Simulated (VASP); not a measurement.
# BaTiO3 (P4mm) in VASP: further runs

BaTiO3 is run at these levels: r2SCAN; tasks: single point.

Everything below comes from runs of VASP 6.6.1. Logs are shortened: lines on timing, memory, paths and dates and some standing lists are left out, and cuts for length are marked.

## 1. The cell of the first run

The structure is tetragonal, space group P4mm (No. 99). Conventional cell: a = 3.972 Å, b = 3.972 Å, c = 4.174 Å, α = 90.00°, β = 90.00°, γ = 90.00°. Ba (site symmetry 4mm) has 12 O at 2.81 to 2.95 Å and 8 Ti at 3.45 to 3.54 Å within 3.7 Å. Within 2.5 Å of Ti (site symmetry 4mm) lie 6 O at 1.85 to 2.33 Å. Within 2.5 Å of O (site symmetry 4mm) lie 2 Ti at 1.85 to 2.33 Å. Within 2.6 Å of O (site symmetry 2mm) lie 2 Ti at 1.99 Å.

## 2. Single point, r2SCAN (strain +0.000 along x and y, +0.015 along z)

POSCAR reads:

```
BaTiO3
1.0
    3.9723167976      0.0000000000      0.0000000000
    0.0000000000      3.9723167976      0.0000000000
    0.0000000000      0.0000000000      4.1740683064
Ba Ti O
1 1 3
Direct
    0.0000000000      0.0000000000      0.9926109041
    0.5000000000      0.5000000000      0.4745255187
    0.5000000000      0.5000000000      0.0315737051
    0.5000000000      0.0000000000      0.5146449361
    0.0000000000      0.5000000000      0.5146449361
```

INCAR.step1 reads:

```
SYSTEM = BaTiO3
ALGO = Normal ; EDIFF = 1E-4
ENCUT = 520 ; GGA = PE
ISMEAR = 0 ; LASPH = .TRUE.
LCHARG = .FALSE. ; LREAL = .FALSE.
LWAVE = .TRUE. ; NBANDS = 28
NELM = 60 ; PREC = Accurate
SIGMA = 0.05
```

INCAR.step2 reads:

```
SYSTEM = BaTiO3
ALGO = Normal ; EDIFF = 1E-7
ENCUT = 520 ; ISIF = 2
ISMEAR = 0 ; ISTART = 1
LASPH = .TRUE. ; LCHARG = .FALSE.
LMIXTAU = .TRUE. ; LREAL = .FALSE.
LWAVE = .FALSE. ; METAGGA = R2SCAN
NBANDS = 28 ; NELM = 60
PREC = Accurate ; SIGMA = 0.05
```

KPOINTS reads:

```
k-points
0
G
  8 8 8
  0 0 0
```

Potentials or basis: VASP PAW PBE potentials, release 64 (Ba_sv, Ti_sv, O).

Run with:

```bash
> cat potpaw_PBE.64/Ba_sv/POTCAR potpaw_PBE.64/Ti_sv/POTCAR potpaw_PBE.64/O/POTCAR > POTCAR
> cp INCAR.step1 INCAR
> mpirun -np 1 vasp_std > vasp.out
> cp INCAR.step2 INCAR
> mpirun -np 1 vasp_std > vasp.out
```

OUTCAR:

```text
SYSTEM = BaTiO3
   EDIFF = 1E-7
   ENCUT = 520
   ISIF = 2
   ISMEAR = 0
   ISTART = 1
   LASPH = .TRUE.
   LREAL = .FALSE.
   METAGGA = R2SCAN
   NELM = 60
   PREC = Accurate

 ion  position               nearest neighbor table
   1  0.000  0.000  0.993-   3 2.81   3 2.81   3 2.81   3 2.81   5 2.82   5 2.82   4 2.82   4 2.82
                             4 2.95   5 2.95   5 2.95   4 2.95   2 3.45   2 3.45   2 3.45   2 3.45
   2  0.500  0.500  0.475-   3 1.85   4 1.99   5 1.99   4 1.99   5 1.99   3 2.33   1 3.45   1 3.45
                             1 3.45   1 3.45   1 3.54   1 3.54   1 3.54   1 3.54
   3  0.500  0.500  0.032-   2 1.85   2 2.33   1 2.81   1 2.81   1 2.81   1 2.81
   4  0.500  0.000  0.515-   2 1.99   2 1.99   1 2.82   1 2.82   1 2.95   1 2.95
   5  0.000  0.500  0.515-   2 1.99   2 1.99   1 2.82   1 2.82   1 2.95   1 2.95

  LATTYP: Found a simple tetragonal cell.
 ALAT       =     3.9723167976
 C/A-ratio  =     1.0507893804

  Lattice vectors:

 A1 = (   3.9723167976,   0.0000000000,   0.0000000000)
 A2 = (   0.0000000000,   3.9723167976,   0.0000000000)
 A3 = (   0.0000000000,   0.0000000000,   4.1740683064)

Analysis of symmetry for initial positions (statically):
=====================================================================
 Subroutine PRICEL returns:
 Original cell was already a primitive cell.

 Routine SETGRP: Setting up the symmetry group for a
 simple tetragonal supercell.

 Subroutine GETGRP returns: Found  8 space group operations
 (whereof  8 operations were pure point group operations)
 out of a pool of 16 trial point group operations.

The static configuration has the point symmetry C_4v.

Analysis of symmetry for dynamics (positions and initial velocities):
=====================================================================
 Subroutine PRICEL returns:
 Original cell was already a primitive cell.

 Routine SETGRP: Setting up the symmetry group for a
 simple tetragonal supercell.

 Subroutine GETGRP returns: Found  8 space group operations
 (whereof  8 operations were pure point group operations)
 out of a pool of 16 trial point group operations.

The dynamic configuration has the point symmetry C_4v.

 Subroutine INISYM returns: Found  8 space group operations
 (whereof  8 operations are pure point group operations),
 and found     1 'primitive' translations

----------------------------------------------------------------------------------------

                                     Primitive cell

  volume of cell :      65.8639

  direct lattice vectors                    reciprocal lattice vectors
     3.972316798  0.000000000  0.000000000     0.251742258  0.000000000  0.000000000
     0.000000000  3.972316798  0.000000000     0.000000000  0.251742258  0.000000000
     0.000000000  0.000000000  4.174068306     0.000000000  0.000000000  0.239574422

  length of vectors
     3.972316798  3.972316798  4.174068306     0.251742258  0.251742258  0.239574422

  position of ions in fractional coordinates (direct lattice)
     0.000000000  0.000000000  0.992610904
     0.500000000  0.500000000  0.474525519
     0.500000000  0.500000000  0.031573705
     0.500000000  0.000000000  0.514644936
     0.000000000  0.500000000  0.514644936

  ion indices of the primitive-cell ions
   primitive index   ion index
                 1           1
                 2           2
                 3           3
                 4           4
                 5           5

----------------------------------------------------------------------------------------

 KPOINTS: k-points

Automatic generation of k-mesh.
 Grid dimensions read from file:
 generate k-points for:    8    8    8

 Generating k-lattice:

  Cartesian coordinates                     Fractional coordinates (reciprocal lattice)
     0.031467782  0.000000000  0.000000000     0.125000000  0.000000000  0.000000000
     0.000000000  0.031467782  0.000000000     0.000000000  0.125000000  0.000000000
     0.000000000  0.000000000  0.029946803     0.000000000  0.000000000  0.125000000

  Length of vectors
     0.031467782  0.031467782  0.029946803

  Shift w.r.t. Gamma in fractional coordinates (k-lattice)
     0.000000000  0.000000000  0.000000000

 Subroutine IBZKPT returns following result:
 ===========================================

 Found     75 irreducible k-points:

 Following reciprocal coordinates:
            Coordinates               Weight
  0.000000  0.000000  0.000000      1.000000
  0.125000  0.000000  0.000000      4.000000
  0.250000  0.000000  0.000000      4.000000
  0.375000  0.000000  0.000000      4.000000
  0.500000  0.000000  0.000000      2.000000
  0.125000  0.125000  0.000000      4.000000
[... 16 lines left out ...]
  0.375000  0.125000  0.125000     16.000000
  0.500000  0.125000  0.125000      8.000000
 [... further k-points ...]
   k-points           NKPTS =     75   k-points in BZ     NKDIM =     75   number of bands    NBANDS=     28
   number of dos      NEDOS =    301   number of ions     NIONS =      5
   total plane-waves  NPLWV =  28800
   dimension x,y,z NGX =    30 NGY =   30 NGZ =   32
   dimension x,y,z NGXF=    60 NGYF=   60 NGZF=   64
   ions per type =               1   1   3
   NGX,Y,Z   is equivalent  to a cutoff of  12.56, 12.56, 12.75 a.u.
   NGXF,Y,Z  is equivalent  to a cutoff of  25.11, 25.11, 25.49 a.u.
 SYSTEM =  BaTiO3
   PREC   = accura    normal or accurate (medium, high low for compatibility)
   ISTART =      1    job   : 0-new  1-cont  2-samecut
   ICHARG =      0    charge: 1-file 2-atom 10-const
   ISPIN  =      1    spin polarized calculation?
   LNONCOLLINEAR =      F non collinear calculations
   LSORBIT =      F    spin-orbit coupling
   LASPH  =      T    aspherical Exc in radial PAW
   ENCUT  =  520.0 eV  38.22 Ry    6.18 a.u.   7.39  7.39  7.76*2*pi/ulx,y,z
   NELM   =     60;   NELMIN=  2; NELMDL=  0     # of ELM steps
   EDIFF  = 0.1E-06   stopping-criterion for ELM
   LREAL  =      F    real-space projection
   EDIFFG = 0.1E-05   stopping-criterion for IOM
   NSW    =      0    number of steps for IOM
   IBRION =     -1    ionic relax: 0-MD 1-quasi-New 2-CG
   NFREE  =      0    steps in history (QN), initial steepest desc. (CG)
   ISIF   =      2    stress and relaxation
   ISYM   =      2    0-nonsym 1-usesym 2-fastsym
   POTIM  = 0.5000    time-step for ionic-motion
   TEBEG  =    0.0;   TEEND  =   0.0 temperature during run
   PSTRESS=    0.0 pullay stress
   NELECT =      40.0000    total number of electrons
   NUPDOWN=      -1.0000    fix difference up-down
   EMIN   =  10.00;   EMAX   =-10.00  energy-range for DOS
   EFERMI =   0.00;   METHOD = LEGACY
   ISMEAR =     0;   SIGMA  =   0.05  broadening in eV -4-tet -1-fermi 0-gaus
   EFERMI_NEDOS =   21; number of points for ismear=-14 and -15
   IALGO  =     38    algorithm
   IMIX   =      4    mixing-type and parameters
     AMIX     =   0.40;   BMIX     =  1.00
     AMIX_MAG =   1.60;   BMIX_MAG =  1.00
  volume/ion in A,a.u.               =      13.17        88.89
  Fermi-wavevector in a.u.,A,eV,Ry     =   1.386370  2.619859 26.150683  1.922021
  Thomas-Fermi vector in A             =   2.510692
   LORBIT       =      0    0 simple, 1 ext, 2 COOP (PROOUT), +10 PAW based schemes
   METAGGA = R2SCAN    functional components
   LHFCALC =     F    Hartree Fock is set to
   AEXX    =    0.0000 exact exchange contribution
   IVDW    =     0    specifies the selected vdW correction
   LEPSILON=     F    determine dielectric tensor
   LRPA    =     F    only Hartree local field effects (RPA)
 non-spin polarized calculation
 Gauss-broadening in eV      SIGMA  =   0.05
  energy-cutoff  :      520.00
  volume of cell :       65.86
 maximum number of plane-waves:      1807
 NGX is ok and might be reduce to    30
   NGX = 15   NGY = 15   NGZ = 15

 number of electron      39.9999984 magnetization

 Free energy of the ion-electron system (eV)
  ---------------------------------------------------
  ext. energy  EPLUGINS =         0.00000000
  ---------------------------------------------------
  free energy    TOTEN  =       -74.25951047 eV

  energy without entropy =      -74.25951047  energy(sigma->0) =      -74.25951047

 E-fermi :   3.7402     XC(G=0): -11.7483

 val. band max:        3.5077028558   @ k =   0.5000   0.5000   0.5000
 cond. band min:       5.6772977042   @ k =   0.0000   0.0000   0.0000
 fundamental gap:      2.1695948483
 Fermi energy:         3.7402372064

 k-point     1 :       0.0000    0.0000    0.0000
  band No.  band energies     occupation
      1     -55.3853      2.00000
      2     -30.6303      2.00000
      3     -30.5349      2.00000
      4     -30.5349      2.00000
      5     -22.2621      2.00000
      6     -14.4791      2.00000
[... 20 lines left out ...]
     27       9.1555      0.00000
     28      11.2635      0.00000

 k-point     2 :       0.1250    0.0000    0.0000
  band No.  band energies     occupation
      1     -55.3851      2.00000
      2     -30.6299      2.00000
      3     -30.5441      2.00000
      4     -30.5346      2.00000
      5     -22.2442      2.00000
      6     -14.4766      2.00000
[... 20 lines left out ...]
     27       9.4574      0.00000
     28      11.6423      0.00000

 k-point     3 :       0.2500    0.0000    0.0000
  band No.  band energies     occupation
      1     -55.3847      2.00000
      2     -30.6291      2.00000
      3     -30.5663      2.00000
      4     -30.5339      2.00000
      5     -22.2003      2.00000
      6     -14.5209      2.00000
[... 20 lines left out ...]
     27      10.2117      0.00000
     28      12.1827      0.00000

 k-point     4 :       0.3750    0.0000    0.0000
  band No.  band energies     occupation
      1     -55.3842      2.00000
      2     -30.6283      2.00000
      3     -30.5883      2.00000
      4     -30.5331      2.00000
      5     -22.1555      2.00000
      6     -14.6116      2.00000
[... 578 lines left out ...]
     27      10.5839      0.00000
     28      12.1927      0.00000

 k-point    23 :       0.3750    0.1250    0.1250
  band No.  band energies     occupation
      1     -55.3840      2.00000
      2     -30.6329      2.00000
      3     -30.5875      2.00000
      4     -30.5420      2.00000
      5     -22.1350      2.00000
      6     -14.4980      2.00000
[... 20 lines left out ...]
     27      11.4447      0.00000
     28      12.4662      0.00000

 k-point    24 :       0.5000    0.1250    0.1250
  band No.  band energies     occupation
      1     -55.3838      2.00000
      2     -30.6325      2.00000
      3     -30.5966      2.00000
      4     -30.5417      2.00000
      5     -22.1179      2.00000
      6     -14.5289      2.00000
[... 20 lines left out ...]
     27      11.8366      0.00000
     28      12.6074      0.00000

 [... further k-points ...]

------------------------ aborting loop because EDIFF is reached ----------------------------------------

  FORCE on cell =-STRESS in cart. coord.  units (eV):
  Direction    XX          YY          ZZ          XY          YZ          ZX
  --------------------------------------------------------------------------------------
  -------------------------------------------------------------------------------------
  Total        0.1039754      0.1039754     -0.9670725      0.0000000      0.0000000      0.0000000
  in kB        2.5292624      2.5292624    -23.5246037      0.0000000      0.0000000      0.0000000
  external PRESSURE =      -6.1553596 kB  Pullay stress =       0.0000000 kB

 VOLUME and BASIS-vectors are now :
 -----------------------------------------------------------------------------
  energy-cutoff  :      520.00
  volume of cell :       65.86
      direct lattice vectors                 reciprocal lattice vectors
     3.972316798  0.000000000  0.000000000     0.251742258  0.000000000  0.000000000
     0.000000000  3.972316798  0.000000000     0.000000000  0.251742258  0.000000000
     0.000000000  0.000000000  4.174068306     0.000000000  0.000000000  0.239574422

 POSITION                                       TOTAL-FORCE (eV/Angst)
 -----------------------------------------------------------------------------------
      0.00000      0.00000      4.14323         0.000000      0.000000     -0.003549
      1.98616      1.98616      1.98070        -0.000000     -0.000000     -0.202598
      1.98616      1.98616      0.13179         0.000000      0.000000      0.243687
      1.98616      0.00000      2.14816         0.000000      0.000000     -0.018770
      0.00000      1.98616      2.14816         0.000000      0.000000     -0.018770
 -----------------------------------------------------------------------------------
    total drift:                                0.000000      0.000000     -0.009178

  FREE ENERGIE OF THE ION-ELECTRON SYSTEM (eV)
  ---------------------------------------------------
  free  energy   TOTEN  =       -74.2595104741 eV

  energy  without entropy=      -74.2595104741  energy(sigma->0) =      -74.25951047
```

Run time: 9.1 min. Hardware: 1 thread of Intel Xeon 6975P-C (Granite Rapids), shared host; peak memory 0.27 GiB.

What came out:

```
Free energy            : -74.2595 eV
Pressure               : -0.6 GPa
Largest force          : 0.244 eV/Å
Band gap on the k mesh : 2.17 eV (least direct gap 2.70 eV)
```

Forces in eV/Å, atoms in the order of the input:
```
Ba   0.000  0.000 -0.004
Ti   0.000  0.000 -0.203
O    0.000  0.000  0.244
O    0.000  0.000 -0.019
O    0.000  0.000 -0.019
```

Caveat: the cell differs from its parent crystal (strain +0.000 along x and y, +0.015 along z); the PAW data sets were made with another functional, which shifts forces and pressure a little; spin-orbit coupling is left out, which moves the levels of the heavy elements.

(Continued in part 2 of 2.)
